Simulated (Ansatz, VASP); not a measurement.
**Two plane-wave programs on ZnO**

INCAR

```
SYSTEM = ZnO
ALGO = Normal
EDIFF = 1E-6
ENCUT = 910
GGA = PE
GGA_COMPAT = .False.
ISIF = 2
ISMEAR = -1
LASPH = .True.
LCHARG = .False.
LREAL = .False.
LWAVE = .False.
NBANDS = 26
NELM = 120
PREC = Accurate
SIGMA = 0.02
```

File KPOINTS:

```
k-points
0
Gamma
  12 12 6
  0 0 0
```

Contents of POSCAR:

```
ZnO
1.0
    3.2353408614      0.0000000000      0.0000000000
   -1.6176704307      2.8018873759      0.0000000000
    0.0000000000      0.0000000000      5.0806780271
Zn O
2 2
Direct
    0.3333333333      0.6666666667     -0.0059025023
    0.6666666667      0.3333333333      0.4940974977
    0.3333333333      0.6666666667      0.3809025023
    0.6666666667      0.3333333333      0.8809025023
```

Input for Ansatz:

```yaml
crystal:
  lattice:
    - [3.2353408614, 0.0, 0.0]
    - [-1.6176704307, 2.8018873759, 0.0]
    - [0.0, 0.0, 5.0806780271]
  atoms:
    - { symbol: Zn, position: [0.3333333333, 0.6666666667, -0.0059025023] }
    - { symbol: Zn, position: [0.6666666667, 0.3333333333, 0.4940974977] }
    - { symbol: O, position: [0.3333333333, 0.6666666667, 0.3809025023] }
    - { symbol: O, position: [0.6666666667, 0.3333333333, 0.8809025023] }
kpoints:
  mp_grid: { grid: [12, 12, 6] }
  band_path:
    path:
      - [0.0, 0.0, 0.0]
      - [0.5, 0.0, 0.0]
      - [0.3333333333, 0.3333333333, 0.0]
      - [0.0, 0.0, 0.5]
      - [0.5, 0.0, 0.5]
      - [0.3333333333, 0.3333333333, 0.5]
    npoints: 1
hamiltonian:
  xc: pbe
scf:
  occupations: { method: fermi_dirac, width: 0.02 }
  n_extra_bands: 5
output:
  forces: true
  stress: true
  eigenvalues: true
```

Change from the starting cell: uniaxial_z strain -2.5%.

Alike in both runs: task single point; functional PBE; k mesh 12 × 12 × 6; occupations fermi-dirac, width 0.02 eV; no spin polarisation.

|  | VASP | Ansatz |
| --- | --- | --- |
| version | VASP 6.6.1 | Ansatz 0.2.0 |
| potentials or method | VASP PAW PBE potentials, release 64 (Zn, O_h) | plane waves, PAW |
| plane-wave cutoff (eV) | 910 | 420 |
| valence electrons in the cell | 36 | 36 |

Ansatz gave:

- gap on the k mesh at the Fermi level (eV): 0.87
- rms of the force components (eV/Å): 0.005

Estimate VASP's values.

gap on the k mesh at the Fermi level (eV): 0.86; rms of the force components (eV/Å): 0.007.

Atom by atom the forces differ by 0.002 eV/Å (rms over components).

Noted on VASP's run: the cutoff is short for stress, so the pressure is rough.
